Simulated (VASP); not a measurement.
# PtSe2 (P1) in VASP: a series of runs

PtSe2 is run at these levels: PBE; tasks: single point.

Program: VASP 6.6.1. These are calculated values, not measurements. Logs are shortened: lines on timing, memory, paths and dates and some standing lists are left out, and cuts for length are marked.

## (1) The cell of the first run

The typed cell holds 6 atoms: a = 7.452 Å, b = 3.726 Å, c = 5.065 Å, α = 90.00°, β = 90.00°, γ = 120.00°.

## (2) Single point, PBE

File INCAR:

```
PREC = Accurate ; ENCUT = 400
EDIFF = 1E-6 ; ISMEAR = -1
SIGMA = 0.1 ; LREAL = F
LASPH = T ; NELM = 120
ALGO = Normal ; ISIF = 2
LWAVE = F ; LCHARG = F
GGA = PE ; NBANDS = 31
GGA_COMPAT = F
```

File KPOINTS:

```
regular mesh
0
Gamma
  1 2 2
```

File POSCAR:

```
PtSe2
1.0
    7.4516890000      0.0000000000      0.0000000000
   -1.8629220000      3.2266760000      0.0000000000
    0.0000000000      0.0000000000      5.0645070000
Pt Se
2 4
Direct
   -0.0001314747     -0.0022726174     -0.0005398354
    0.4996380376     -0.0018700359     -0.0012257856
    0.1663979253      0.6683224470      0.2514552749
    0.3336444322      0.3369108023      0.7548513607
    0.6675992401      0.6704552921      0.2483570464
    0.8347509873      0.3360541932      0.7511046979
```

Potentials or basis: VASP PAW PBE potentials, release 64 (Pt, Se).

The run is started by

```console
$ cat potpaw_PBE.64/Pt/POTCAR potpaw_PBE.64/Se/POTCAR > POTCAR
$ mpirun -np 1 vasp_std > vasp.out
```

OUTCAR:

```text
PREC = Accurate
   ENCUT = 400
   EDIFF = 1E-6
   ISMEAR = -1
   LREAL = F
   LASPH = T
   NELM = 120
   ISIF = 2
   GGA = PE

 ion  position               nearest neighbor table
   1  1.000  0.998  0.999-   6 2.48   4 2.48   5 2.49   3 2.49   6 2.50   3 2.51
   2  0.500  0.998  0.999-   4 2.47   5 2.49   4 2.49   6 2.50   3 2.50   5 2.51
   3  0.166  0.668  0.251-   1 2.49   2 2.50   1 2.51
   4  0.334  0.337  0.755-   2 2.47   1 2.48   2 2.49
   5  0.668  0.670  0.248-   2 2.49   1 2.49   2 2.51
   6  0.835  0.336  0.751-   1 2.48   1 2.50   2 2.50

  Warning from LATTYP: Monoclinic adjustment (A1->A3, A2->A1, A3->A2)!
  LATTYP: Found a simple orthorhombic cell.
 ALAT       =     3.7258443858
 B/A-ratio  =     1.3592910695
 C/A-ratio  =     1.7320509204

  Lattice vectors:

 A1 = (  -1.8629220000,   3.2266760000,   0.0000000000)
 A2 = (   0.0000000000,   0.0000000000,   5.0645070000)
 A3 = (   5.5887670000,   3.2266760000,   0.0000000000)

Analysis of symmetry for initial positions (statically):
=====================================================================
 Subroutine PRICEL returns:
 Original cell was already a primitive cell.

 Routine SETGRP: Setting up the symmetry group for a
 simple orthorhombic supercell.

 Subroutine GETGRP returns: Found  1 space group operations
 (whereof  1 operations were pure point group operations)
 out of a pool of  8 trial point group operations.

The static configuration has the point symmetry C_1 .

Analysis of symmetry for dynamics (positions and initial velocities):
=====================================================================
 Subroutine PRICEL returns:
 Original cell was already a primitive cell.

 Routine SETGRP: Setting up the symmetry group for a
 simple orthorhombic supercell.

 Subroutine GETGRP returns: Found  1 space group operations
 (whereof  1 operations were pure point group operations)
 out of a pool of  8 trial point group operations.

The dynamic configuration has the point symmetry C_1 .

 Subroutine INISYM returns: Found  1 space group operations
 (whereof  1 operations are pure point group operations),
 and found     1 'primitive' translations

----------------------------------------------------------------------------------------

                                     Primitive cell

  volume of cell :     121.7719

  direct lattice vectors                    reciprocal lattice vectors
     7.451689000  0.000000000  0.000000000     0.134197764  0.077479104  0.000000000
    -1.862922000  3.226676000  0.000000000     0.000000000  0.309916459  0.000000000
     0.000000000  0.000000000  5.064507000     0.000000000  0.000000000  0.197452585

  length of vectors
     7.451689000  3.725844386  5.064507000     0.154958225  0.309916459  0.197452585

  position of ions in fractional coordinates (direct lattice)
     0.999868525  0.997727383  0.999460165
     0.499638038  0.998129964  0.998774214
     0.166397925  0.668322447  0.251455275
     0.333644432  0.336910802  0.754851361
     0.667599240  0.670455292  0.248357046
     0.834750987  0.336054193  0.751104698

  ion indices of the primitive-cell ions
   primitive index   ion index
                 1           1
                 2           2
                 3           3
                 4           4
                 5           5
                 6           6

----------------------------------------------------------------------------------------

 KPOINTS: regular mesh

Automatic generation of k-mesh.
 Grid dimensions read from file:
 generate k-points for:    1    2    2

 Generating k-lattice:

  Cartesian coordinates                     Fractional coordinates (reciprocal lattice)
     0.134197764  0.077479104  0.000000000     1.000000000  0.000000000  0.000000000
     0.000000000  0.154958229  0.000000000     0.000000000  0.500000000  0.000000000
     0.000000000  0.000000000  0.098726293     0.000000000  0.000000000  0.500000000

  Length of vectors
     0.154958225  0.154958229  0.098726293

  Shift w.r.t. Gamma in fractional coordinates (k-lattice)
     0.000000000  0.000000000  0.000000000

 Subroutine IBZKPT returns following result:
 ===========================================

 Found      4 irreducible k-points:

 Following reciprocal coordinates:
            Coordinates               Weight
  0.000000  0.000000  0.000000      1.000000
  0.000000  0.500000  0.000000      1.000000
  0.000000  0.000000  0.500000      1.000000
  0.000000  0.500000  0.500000      1.000000
   k-points           NKPTS =      4   k-points in BZ     NKDIM =      4   number of bands    NBANDS=     31
   number of dos      NEDOS =    301   number of ions     NIONS =      6
   total plane-waves  NPLWV =  43200
   dimension x,y,z NGX =    50 NGY =   24 NGZ =   36
   dimension x,y,z NGXF=   100 NGYF=   48 NGZF=   72
   ions per type =               2   4
   NGX,Y,Z   is equivalent  to a cutoff of  11.15, 10.71, 11.82 a.u.
   NGXF,Y,Z  is equivalent  to a cutoff of  22.31, 21.42, 23.63 a.u.
 SYSTEM =  unknown system
   PREC   = accura    normal or accurate (medium, high low for compatibility)
   ISTART =      0    job   : 0-new  1-cont  2-samecut
   ICHARG =      2    charge: 1-file 2-atom 10-const
   ISPIN  =      1    spin polarized calculation?
   LNONCOLLINEAR =      F non collinear calculations
   LSORBIT =      F    spin-orbit coupling
   LASPH  =      T    aspherical Exc in radial PAW
   ENCUT  =  400.0 eV  29.40 Ry    5.42 a.u.  12.15  6.08  8.26*2*pi/ulx,y,z
   NELM   =    120;   NELMIN=  2; NELMDL= -5     # of ELM steps
   EDIFF  = 0.1E-05   stopping-criterion for ELM
   LREAL  =      F    real-space projection
   EDIFFG = 0.1E-04   stopping-criterion for IOM
   NSW    =      0    number of steps for IOM
   IBRION =     -1    ionic relax: 0-MD 1-quasi-New 2-CG
   NFREE  =      0    steps in history (QN), initial steepest desc. (CG)
   ISIF   =      2    stress and relaxation
   ISYM   =      2    0-nonsym 1-usesym 2-fastsym
   POTIM  = 0.5000    time-step for ionic-motion
   TEBEG  =    0.0;   TEEND  =   0.0 temperature during run
   PSTRESS=    0.0 pullay stress
   NELECT =      44.0000    total number of electrons
   NUPDOWN=      -1.0000    fix difference up-down
   EMIN   =  10.00;   EMAX   =-10.00  energy-range for DOS
   EFERMI =   0.00;   METHOD = LEGACY
   ISMEAR =    -1;   SIGMA  =   0.10  broadening in eV -4-tet -1-fermi 0-gaus
   EFERMI_NEDOS =   21; number of points for ismear=-14 and -15
   IALGO  =     38    algorithm
   IMIX   =      4    mixing-type and parameters
     AMIX     =   0.40;   BMIX     =  1.00
     AMIX_MAG =   1.60;   BMIX_MAG =  1.00
  volume/ion in A,a.u.               =      20.30       136.96
  Fermi-wavevector in a.u.,A,eV,Ry     =   1.166031  2.203478 18.498855  1.359628
  Thomas-Fermi vector in A             =   2.302549
   LORBIT       =      0    0 simple, 1 ext, 2 COOP (PROOUT), +10 PAW based schemes
   GGA     = PE    functional components
   LHFCALC =     F    Hartree Fock is set to
   AEXX    =    0.0000 exact exchange contribution
   IVDW    =     0    specifies the selected vdW correction
   LEPSILON=     F    determine dielectric tensor
   LRPA    =     F    only Hartree local field effects (RPA)
 non-spin polarized calculation
  energy-cutoff  :      400.00
  volume of cell :      121.77
 maximum number of plane-waves:      2233
 NGX is ok and might be reduce to    50
   NGX = 25   NGY = 13   NGZ = 17

 number of electron      43.9999998 magnetization

 Free energy of the ion-electron system (eV)
  ---------------------------------------------------
  ext. energy  EPLUGINS =         0.00000000
  ---------------------------------------------------
  free energy    TOTEN  =       -28.92556371 eV

  energy without entropy =      -28.82682650  energy(sigma->0) =      -28.87619511

 E-fermi :   6.9999     XC(G=0): -10.6015

 val. band max:        6.9692108711   @ k =   0.0000   0.0000   0.0000
 cond. band min:       7.1777388435   @ k =   0.0000   0.0000   0.0000
 fundamental gap:      0.2085279724
 Fermi energy:         6.9998558845

 k-point     1 :       0.0000    0.0000    0.0000
  band No.  band energies     occupation
      1      -9.1353      2.00000
      2      -7.2827      2.00000
      3      -7.2031      2.00000
      4      -6.2974      2.00000
      5      -0.8155      2.00000
      6      -0.6633      2.00000
      7      -0.0252      2.00000
      8      -0.0195      2.00000
      9       0.6469      2.00000
     10       1.1370      2.00000
     11       2.3007      2.00000
     12       2.3952      2.00000
     13       2.3957      2.00000
     14       2.8524      2.00000
     15       2.8869      2.00000
     16       2.9918      2.00000
     17       3.0179      2.00000
     18       3.4968      2.00000
     19       3.8907      2.00000
     20       5.4954      2.00000
     21       5.5058      2.00000
     22       6.9692      1.15204
     23       7.1777      0.28890
     24       7.9872      0.00010
     25       7.9966      0.00009
     26       8.8870      0.00000
     27      10.1703      0.00000
     28      10.7691      0.00000
     29      11.2879      0.00000
     30      12.3939      0.00000
     31      13.6426      0.00000

 k-point     2 :       0.0000    0.5000    0.0000
  band No.  band energies     occupation
      1      -7.2919      2.00000
      2      -7.2832      2.00000
      3      -7.2097      2.00000
      4      -7.1841      2.00000
      5      -0.8284      2.00000
      6      -0.8143      2.00000
      7       0.6327      2.00000
      8       0.6789      2.00000
      9       1.1299      2.00000
     10       1.1570      2.00000
     11       2.2988      2.00000
     12       2.3021      2.00000
     13       2.8417      2.00000
     14       2.8604      2.00000
     15       2.8708      2.00000
     16       2.8889      2.00000
     17       2.9906      2.00000
     18       2.9930      2.00000
     19       3.0094      2.00000
     20       3.0236      2.00000
     21       3.4843      2.00000
     22       3.5114      2.00000
     23       7.1827      0.27695
     24       7.1946      0.24958
     25       8.8625      0.00000
     26       8.9013      0.00000
     27      11.2821      0.00000
     28      11.2899      0.00000
     29      12.3892      0.00000
     30      12.3896      0.00000
     31      13.6264      0.00000

 k-point     3 :       0.0000    0.0000    0.5000
  band No.  band energies     occupation
      1      -8.5680      2.00000
      2      -7.4059      2.00000
      3      -7.3921      2.00000
      4      -6.9593      2.00000
      5      -1.1588      2.00000
      6       0.0230      2.00000
      7       0.0295      2.00000
      8       0.4535      2.00000
      9       0.6981      2.00000
     10       1.0393      2.00000
     11       1.5494      2.00000
     12       2.3640      2.00000
     13       2.3652      2.00000
     14       2.8596      2.00000
     15       2.9028      2.00000
     16       3.1985      2.00000
     17       3.6430      2.00000
     18       3.7024      2.00000
     19       4.7892      2.00000
     20       5.0757      2.00000
     21       5.0774      2.00000
     22       5.1852      2.00000
     23       7.5282      0.01010
     24       8.0467      0.00006
     25       8.8191      0.00000
     26       8.8247      0.00000
     27      11.0928      0.00000
     28      11.3244      0.00000
     29      11.3558      0.00000
     30      12.8779      0.00000
     31      13.2833      0.00000

 k-point     4 :       0.0000    0.5000    0.5000
  band No.  band energies     occupation
      1      -7.4095      2.00000
      2      -7.3986      2.00000
      3      -6.9728      2.00000
      4      -6.9489      2.00000
      5      -1.1686      2.00000
      6      -1.1454      2.00000
      7       0.4425      2.00000
      8       0.4821      2.00000
      9       0.6971      2.00000
     10       0.7061      2.00000
     11       1.5364      2.00000
     12       1.5489      2.00000
     13       2.8546      2.00000
     14       2.8598      2.00000
     15       2.8952      2.00000
     16       2.9048      2.00000
     17       3.1886      2.00000
     18       3.2141      2.00000
     19       3.6803      2.00000
     20       3.7154      2.00000
     21       5.1661      2.00000
     22       5.1878      2.00000
     23       7.4926      0.01439
     24       7.5557      0.00768
     25       8.0208      0.00007
     26       8.0670      0.00005
     27      11.0971      0.00000
     28      11.1106      0.00000
     29      11.3303      0.00000
     30      11.3448      0.00000
     31      13.7192      0.00000

------------------------ aborting loop because EDIFF is reached ----------------------------------------

  FORCE on cell =-STRESS in cart. coord.  units (eV):
  Direction    XX          YY          ZZ          XY          YZ          ZX
  --------------------------------------------------------------------------------------
  -------------------------------------------------------------------------------------
  Total        4.8368510      4.8847875      4.4220360     -0.0003266      0.0401723      0.0433773
  in kB       63.6393944     64.2701045     58.1815915     -0.0042966      0.5285553      0.5707231
  external PRESSURE =      62.0303635 kB  Pullay stress =       0.0000000 kB

 VOLUME and BASIS-vectors are now :
 -----------------------------------------------------------------------------
  energy-cutoff  :      400.00
  volume of cell :      121.77
      direct lattice vectors                 reciprocal lattice vectors
     7.451689000  0.000000000  0.000000000     0.134197764  0.077479104  0.000000000
    -1.862922000  3.226676000  0.000000000     0.000000000  0.309916459  0.000000000
     0.000000000  0.000000000  5.064507000     0.000000000  0.000000000  0.197452585

 POSITION                                       TOTAL-FORCE (eV/Angst)
 -----------------------------------------------------------------------------------
      5.59202      3.21934      5.06177        -0.079544      0.322532      0.192764
      1.86371      3.22064      5.05830        -0.052114      0.376078      0.268038
     -0.00509      2.15646      1.27350         0.073763     -0.122427     -0.919211
      1.85858      1.08710      3.82295         0.055956     -0.207999      0.560931
      3.72574      2.16334      1.25781         0.009370     -0.206205     -0.826747
      5.59426      1.08434      3.80398        -0.007430     -0.161979      0.724225
 -----------------------------------------------------------------------------------
    total drift:                               -0.000009      0.000096      0.000211

  FREE ENERGIE OF THE ION-ELECTRON SYSTEM (eV)
  ---------------------------------------------------
  free  energy   TOTEN  =       -28.9255637139 eV

  energy  without entropy=      -28.8268264965  energy(sigma->0) =      -28.87619511
```

Run time: 17 s. Hardware: 1 thread of AMD EPYC 7R13 (Zen 3), shared host; peak memory 0.16 GiB.

Results:

- Free energy: -28.9256 eV
- Pressure: 6.2 GPa
- Largest force: 0.930 eV/Å
- Band gap on the k mesh: 0.21 eV

Forces on the atoms (eV/Å):
```
Pt  -0.080  0.323  0.193
Pt  -0.052  0.376  0.268
Se   0.074 -0.122 -0.919
Se   0.056 -0.208  0.561
Se   0.009 -0.206 -0.827
Se  -0.007 -0.162  0.724
```

Stress tensor (GPa, compression positive):
```
6.36 0.00 0.06
0.00 6.43 0.05
0.06 0.05 5.82
```

Levels at points of the mesh, in eV from the valence-band top:
| k point | band 18 | band 19 | band 20 | band 21 | band 22 | band 23 | band 24 | band 25 | band 26 | band 27 |
| --- | --- | --- | --- | --- | --- | --- | --- | --- | --- | --- |
| (0.00, 0.00, 0.00) | -3.47 | -3.08 | -1.47 | -1.46 | 0.00 | 0.21 | 1.02 | 1.03 | 1.92 | 3.20 |
| (0.00, 0.50, 0.00) | -3.98 | -3.96 | -3.95 | -3.48 | -3.46 | 0.21 | 0.23 | 1.89 | 1.93 | 4.31 |
| (0.00, 0.00, 0.50) | -3.27 | -2.18 | -1.89 | -1.89 | -1.78 | 0.56 | 1.08 | 1.85 | 1.86 | 4.12 |
| (0.00, 0.50, 0.50) | -3.76 | -3.29 | -3.25 | -1.80 | -1.78 | 0.52 | 0.59 | 1.05 | 1.10 | 4.13 |

Caveat: the k points lie up to 0.97 Å⁻¹ apart; spin-orbit coupling is left out, which moves the levels of the heavy elements; an odd mesh through Γ misses points on the zone boundary, where band edges can lie.

[end of part 1 of 2]
